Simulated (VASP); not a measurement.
# SnSe2 (I4_1/amd) in VASP: notebook

Aim: see how the results for SnSe2 move with the level of theory and the settings. Levels: PBE, r2SCAN. Tasks: single point.

Everything below comes from runs of VASP 6.6.1. Logs are shortened: lines on timing, memory, paths and dates and some standing lists are left out, and cuts for length are marked.

### Step 1. The cell of the first run

Symmetry: I4_1/amd, No. 141, tetragonal system. The conventional cell has a = 5.694 Å, b = 5.694 Å, c = 11.256 Å, α = 90.00°, β = 90.00°, γ = 90.00°. Sn (site symmetry -4m2) has 6 Se at 2.57 to 2.86 Å within 3.4 Å. Within 3.4 Å of Se (site symmetry 2mm) lie 3 Sn at 2.57 to 2.86 Å.

### Step 2. Single point, PBE

INCAR

```
ALGO     = Normal         # electronic algorithm
EDIFF    = 1E-7           # SCF threshold, eV
ENCUT    = 520            # plane-wave cutoff, eV
GGA      = PE             # functional
ISIF     = 2              # what is computed and relaxed
ISMEAR   = -1             # smearing method
LASPH    = T              # aspherical terms in the spheres
LCHARG   = T              # write CHGCAR
LELF     = T              # ELF
LREAL    = F              # projectors in reciprocal space
LVHAR    = T            
LWAVE    = F              # write WAVECAR
NBANDS   = 35             # bands
NELM     = 60             # most SCF steps
PREC     = Accurate       # precision mode
SIGMA    = 0.02           # smearing width, eV
```

KPOINTS

```
k-points
0
Gamma
  6 6 6
```

POSCAR

```
SnSe2
1.0
   -2.8469639520      2.8469639520      5.6279594817
    2.8469639520     -2.8469639520      5.6279594817
    2.8469639520      2.8469639520     -5.6279594817
Sn Se
2 4
Direct
    0.7500000000      0.2500000000      0.5000000000
    0.0000000000      0.0000000000      0.0000000000
    0.5217811258      0.0217811258      0.5000000000
    0.7717811258      0.7717811258      0.0000000000
    0.2282188742      0.2282188742      0.0000000000
    0.9782188742      0.4782188742      0.5000000000
```

Potentials or basis: VASP PAW PBE potentials, release 64 (Sn_d, Se).

On the command line:

```sh
> cat potpaw_PBE.64/Sn_d/POTCAR potpaw_PBE.64/Se/POTCAR > POTCAR
> mpirun -np 1 vasp_std > vasp.out
```

OUTCAR:

```text
EDIFF = 1E-7
   ENCUT = 520
   GGA = PE
   ISIF = 2
   ISMEAR = -1
   LASPH = T
   LREAL = F
   NELM = 60
   PREC = Accurate

 ion  position               nearest neighbor table
   1  0.750  0.250  0.500-   3 2.57   6 2.57   5 2.86   4 2.86   4 2.86   5 2.86
   2  0.000  0.000  0.000-   4 2.57   5 2.57   3 2.86   6 2.86   3 2.86   6 2.86
   3  0.522  0.022  0.500-   1 2.57   2 2.86   2 2.86
   4  0.772  0.772  0.000-   2 2.57   1 2.86   1 2.86
   5  0.228  0.228  0.000-   2 2.57   1 2.86   1 2.86
   6  0.978  0.478  0.500-   1 2.57   2 2.86   2 2.86

  LATTYP: Found a body centered tetragonal cell.
 ALAT       =     5.6939279040
 C/A-ratio  =     1.9768285010

  Lattice vectors:

 A1 = (  -2.8469639520,   2.8469639520,   5.6279594817)
 A2 = (   2.8469639520,  -2.8469639520,   5.6279594817)
 A3 = (   2.8469639520,   2.8469639520,  -5.6279594817)

Analysis of symmetry for initial positions (statically):
=====================================================================
 Subroutine PRICEL returns:
 Original cell was already a primitive cell.

 Routine SETGRP: Setting up the symmetry group for a
 body centered tetragonal supercell.

 Subroutine GETGRP returns: Found 16 space group operations
 (whereof  8 operations were pure point group operations)
 out of a pool of 16 trial point group operations.

The static configuration has the point symmetry D_2d.
 The point group associated with its full space group is D_4h.

Analysis of symmetry for dynamics (positions and initial velocities):
=====================================================================
 Subroutine PRICEL returns:
 Original cell was already a primitive cell.

 Routine SETGRP: Setting up the symmetry group for a
 body centered tetragonal supercell.

 Subroutine GETGRP returns: Found 16 space group operations
 (whereof  8 operations were pure point group operations)
 out of a pool of 16 trial point group operations.

The dynamic configuration has the point symmetry D_2d.
 The point group associated with its full space group is D_4h.

 Subroutine INISYM returns: Found 16 space group operations
 (whereof  8 operations are pure point group operations),
 and found     1 'primitive' translations

----------------------------------------------------------------------------------------

[... 95 lines left out ...]
   LNONCOLLINEAR =      F non collinear calculations
   LSORBIT =      F    spin-orbit coupling
   LASPH  =      T    aspherical Exc in radial PAW
   ENCUT  =  520.0 eV  38.22 Ry    6.18 a.u.  12.87 12.87 12.87*2*pi/ulx,y,z
   NELM   =     60;   NELMIN=  2; NELMDL= -5     # of ELM steps
   EDIFF  = 0.1E-06   stopping-criterion for ELM
   LREAL  =      F    real-space projection
   EDIFFG = 0.1E-05   stopping-criterion for IOM
   NSW    =      0    number of steps for IOM
   IBRION =     -1    ionic relax: 0-MD 1-quasi-New 2-CG
   NFREE  =      0    steps in history (QN), initial steepest desc. (CG)
   ISIF   =      2    stress and relaxation
   ISYM   =      2    0-nonsym 1-usesym 2-fastsym
   POTIM  = 0.5000    time-step for ionic-motion
   TEBEG  =    0.0;   TEEND  =   0.0 temperature during run
   PSTRESS=    0.0 pullay stress
   NELECT =      52.0000    total number of electrons
   NUPDOWN=      -1.0000    fix difference up-down
   EMIN   =  10.00;   EMAX   =-10.00  energy-range for DOS
   EFERMI =   0.00;   METHOD = LEGACY
   ISMEAR =    -1;   SIGMA  =   0.02  broadening in eV -4-tet -1-fermi 0-gaus
   EFERMI_NEDOS =   21; number of points for ismear=-14 and -15
   IALGO  =     38    algorithm
   IMIX   =      4    mixing-type and parameters
     AMIX     =   0.40;   BMIX     =  1.00
     AMIX_MAG =   1.60;   BMIX_MAG =  1.00
  volume/ion in A,a.u.               =      30.41       205.22
  Fermi-wavevector in a.u.,A,eV,Ry     =   1.077336  2.035869 15.791627  1.160652
  Thomas-Fermi vector in A             =   2.213244
   LORBIT       =      0    0 simple, 1 ext, 2 COOP (PROOUT), +10 PAW based schemes
   GGA     = PE    functional components
   LHFCALC =     F    Hartree Fock is set to
   AEXX    =    0.0000 exact exchange contribution
   IVDW    =     0    specifies the selected vdW correction
   LEPSILON=     F    determine dielectric tensor
   LRPA    =     F    only Hartree local field effects (RPA)
 non-spin polarized calculation
  energy-cutoff  :      520.00
  volume of cell :      182.46
 maximum number of plane-waves:      4936
 NGX is ok and might be reduce to    54
   NGX = 25   NGY = 25   NGZ = 25

 number of electron      52.0000005 magnetization

 Free energy of the ion-electron system (eV)
  ---------------------------------------------------
  ext. energy  EPLUGINS =         0.00000000
  ---------------------------------------------------
  free energy    TOTEN  =       -22.46502656 eV

  energy without entropy =      -22.46500603  energy(sigma->0) =      -22.46501630

 E-fermi :   2.8370     XC(G=0):  -8.6371

 val. band max:        2.6964909813   @ k =   0.3333   0.3333   0.1667
 cond. band min:       2.9343142227   @ k =   0.0000   0.0000   0.0000
 fundamental gap:      0.2378232413
 Fermi energy:         2.8370182062

 k-point     1 :       0.0000    0.0000    0.0000
  band No.  band energies     occupation
      1     -18.9747      2.00000
      2     -18.9657      2.00000
      3     -18.9552      2.00000
      4     -18.9332      2.00000
      5     -18.9264      2.00000
      6     -18.9151      2.00000
[... 901 lines left out ...]
     34       9.1203      0.00000
     35       9.1257      0.00000

 [... further k-points ...]
[... 5 lines left out ...]
  --------------------------------------------------------------------------------------
  -------------------------------------------------------------------------------------
  Total        0.0283798      0.0283798      0.0575951      0.0000000      0.0000000      0.0000000
  in kB        0.2491985      0.2491985      0.5057328      0.0000000      0.0000000      0.0000000
  external PRESSURE =       0.3347099 kB  Pullay stress =       0.0000000 kB

 VOLUME and BASIS-vectors are now :
 -----------------------------------------------------------------------------
  energy-cutoff  :      520.00
  volume of cell :      182.46
      direct lattice vectors                 reciprocal lattice vectors
    -2.846963952  2.846963952  5.627959482     0.000000000  0.175625687  0.088842146
     2.846963952 -2.846963952  5.627959482     0.175625687  0.000000000  0.088842146
     2.846963952  2.846963952 -5.627959482     0.175625687  0.175625687  0.000000000

 POSITION                                       TOTAL-FORCE (eV/Angst)
 -----------------------------------------------------------------------------------
     -0.00000      2.84696      2.81398         0.000000      0.000000     -0.000000
      0.00000      0.00000      0.00000         0.000000      0.000000     -0.000000
      0.00000      2.84696      0.24517         0.000000     -0.000000     -0.008580
      0.00000      0.00000      8.68711        -0.000000      0.000000     -0.008580
      0.00000      0.00000      2.56881        -0.000000      0.000000      0.008580
      0.00000      2.84696      5.38279         0.000000     -0.000000      0.008580
 -----------------------------------------------------------------------------------
    total drift:                               -0.000000      0.000000      0.000000

  FREE ENERGIE OF THE ION-ELECTRON SYSTEM (eV)
  ---------------------------------------------------
  free  energy   TOTEN  =       -22.4650265605 eV

  energy  without entropy=      -22.4650060299  energy(sigma->0) =      -22.46501630
```

OSZICAR:

```text
N       E                     dE             d eps       ncg     rms          rms(c)
DAV:   1     0.494676587094E+03    0.49468E+03   -0.23098E+04  2131   0.163E+03
DAV:   2     0.559283801177E+02   -0.43875E+03   -0.42228E+03  2132   0.435E+02
DAV:   3    -0.190427259675E+02   -0.74971E+02   -0.73186E+02  2498   0.163E+02
DAV:   4    -0.232237865651E+02   -0.41811E+01   -0.41446E+01  2580   0.409E+01
DAV:   5    -0.233293026013E+02   -0.10552E+00   -0.10537E+00  2997   0.691E+00    0.665E+00
DAV:   6    -0.225314007659E+02    0.79790E+00   -0.11604E+00  2837   0.946E+00    0.416E+00
DAV:   7    -0.224686170347E+02    0.62784E-01   -0.41963E-01  2725   0.322E+00    0.150E+00
DAV:   8    -0.224645158176E+02    0.41012E-02   -0.42713E-02  2685   0.173E+00    0.336E-01
DAV:   9    -0.224649364378E+02   -0.42062E-03   -0.61831E-03  2778   0.633E-01    0.111E-01
DAV:  10    -0.224649653780E+02   -0.28940E-04   -0.63576E-04  2493   0.174E-01    0.420E-02
DAV:  11    -0.224650283809E+02   -0.63003E-04   -0.10390E-04  2714   0.532E-02    0.141E-02
DAV:  12    -0.224650253523E+02    0.30285E-05   -0.18880E-05  2774   0.195E-02    0.795E-03
DAV:  13    -0.224650265259E+02   -0.11736E-05   -0.51958E-06  2297   0.154E-02    0.144E-03
DAV:  14    -0.224650265605E+02   -0.34562E-07   -0.30881E-07  2348   0.305E-03
   1 F= -.22465027E+02 E0= -.22465016E+02  d E =-.205306E-04
```

stdout:

```text
POSCAR found type information on POSCAR SnSe
 POSCAR found :  2 types and       6 ions
 scaLAPACK will be used
 LDA part: xc-table for (Slater+PW92), standard interpolation
 POSCAR, INCAR and KPOINTS ok, starting setup
 FFT: planning ... GRIDC
 FFT: planning ... GRID_SOFT
 FFT: planning ... GRID
 WAVECAR not read
 entering main loop
```

Wall time 2.8 min (1 thread of AMD EPYC 9R45 (Zen 5), shared host); peak memory 0.44 GiB.

What came out:

```yaml
Free_energy: -22.4650 eV
Pressure: 0.0 GPa
Largest_force: 0.009 eV/Å
Band_gap_on_the_k_mesh: 0.24 eV, indirect (least direct gap 0.40 eV)
```

Forces on the atoms (eV/Å):
```
Sn   0.000  0.000  0.000
Sn   0.000  0.000  0.000
Se   0.000  0.000 -0.009
Se   0.000  0.000 -0.009
Se   0.000  0.000  0.009
Se   0.000  0.000  0.009
```

Levels at points of the mesh, in eV from the valence-band top:
| k point | band 22 | band 23 | band 24 | band 25 | band 26 | band 27 | band 28 | band 29 | band 30 | band 31 |
| --- | --- | --- | --- | --- | --- | --- | --- | --- | --- | --- |
| (0.00, 0.00, 0.00) | -1.52 | -0.71 | -0.71 | -0.16 | -0.16 | 0.24 | 1.07 | 5.15 | 5.21 | 5.98 |
| (0.50, 0.00, 0.00) | -1.05 | -0.91 | -0.74 | -0.74 | -0.73 | 1.26 | 1.40 | 2.59 | 3.28 | 5.14 |
| (0.50, 0.50, 0.00) | -1.29 | -0.64 | -0.64 | -0.10 | -0.10 | 1.65 | 1.65 | 2.38 | 2.38 | 3.13 |
| (0.50, 0.50, 0.50) | -2.47 | -0.78 | -0.78 | -0.39 | -0.39 | 0.34 | 0.34 | 5.40 | 5.40 | 5.71 |

Caveat: spin-orbit coupling is left out, which moves the levels of the heavy elements.

### Step 3. Single point, r2SCAN

This run uses another cell than the first one, of 29.10 Å³/atom, 0.957 times its volume.

POSCAR

```
SnSe2
1.0
   -2.8143962848      2.8143962848      5.5112833719
    2.8143962848     -2.8143962848      5.5112833719
    2.8143962848      2.8143962848     -5.5112833719
Sn Se
2 4
Direct
    0.7500000000      0.2500000000      0.5000000000
    0.0000000000      0.0000000000      0.0000000000
    0.5193771670      0.0193771670      0.5000000000
    0.7693771670      0.7693771670      0.0000000000
    0.2306228330      0.2306228330      0.0000000000
    0.9806228330      0.4806228330      0.5000000000
```

INCAR.step1

```
SYSTEM = SnSe2
ALGO = Normal
EDIFF = 1E-4
ENCUT = 520
GGA = PE
ISMEAR = -1
LASPH = .TRUE.
LCHARG = .FALSE.
LREAL = .FALSE.
LWAVE = .TRUE.
NBANDS = 35
NELM = 80
PREC = Accurate
SIGMA = 0.02
```

INCAR.step2

```
SYSTEM = SnSe2
ALGO = Normal
EDIFF = 1E-6
ENCUT = 520
ISIF = 2
ISMEAR = -1
ISTART = 1
LASPH = .TRUE.
LCHARG = .FALSE.
LMIXTAU = .TRUE.
LREAL = .FALSE.
LWAVE = .FALSE.
METAGGA = R2SCAN
NBANDS = 35
NELM = 80
PREC = Accurate
SIGMA = 0.02
```

KPOINTS

```
k-points
0
G
  6 6 6
  0 0 0
```

Potentials or basis: VASP PAW PBE potentials, release 64 (Sn_d, Se).

On the command line:

```sh
> cat potpaw_PBE.64/Sn_d/POTCAR potpaw_PBE.64/Se/POTCAR > POTCAR
> cp INCAR.step1 INCAR
> mpirun -np 1 vasp_std > vasp.out
> cp INCAR.step2 INCAR
> mpirun -np 1 vasp_std > vasp.out
```

Run time: 11 min. Hardware: 1 thread of AMD EPYC 9R45 (Zen 5), shared host; peak memory 0.48 GiB.

Results (log left out):

```
Free energy            : -107.9059 eV
Pressure               : 0.0 GPa
Largest force          : 0.010 eV/Å
Band gap on the k mesh : 0.52 eV, indirect (least direct gap 0.80 eV)
```

Forces on the atoms (eV/Å):
```
Sn   0.000  0.000  0.000
Sn   0.000  0.000  0.000
Se   0.000  0.000 -0.010
Se   0.000  0.000 -0.010
Se   0.000  0.000  0.010
Se   0.000  0.000  0.010
```

Levels at points of the mesh, in eV from the valence-band top:
| k point | band 23 | band 24 | band 25 | band 26 | band 27 | band 28 | band 29 | band 30 |
| --- | --- | --- | --- | --- | --- | --- | --- | --- |
| (0.00, 0.00, 0.00) | -0.84 | -0.84 | -0.17 | -0.17 | 0.63 | 1.28 | 5.52 | 5.90 |
| (0.50, 0.00, 0.00) | -1.03 | -0.83 | -0.81 | -0.80 | 1.59 | 1.84 | 3.07 | 3.69 |
| (0.50, 0.50, 0.00) | -0.65 | -0.65 | -0.10 | -0.10 | 2.01 | 2.01 | 2.78 | 2.78 |
| (0.50, 0.50, 0.50) | -0.85 | -0.85 | -0.44 | -0.44 | 0.52 | 0.52 | 5.81 | 5.81 |

Caveat: the PAW data sets were made with another functional, which shifts forces and pressure a little; spin-orbit coupling is left out, which moves the levels of the heavy elements.
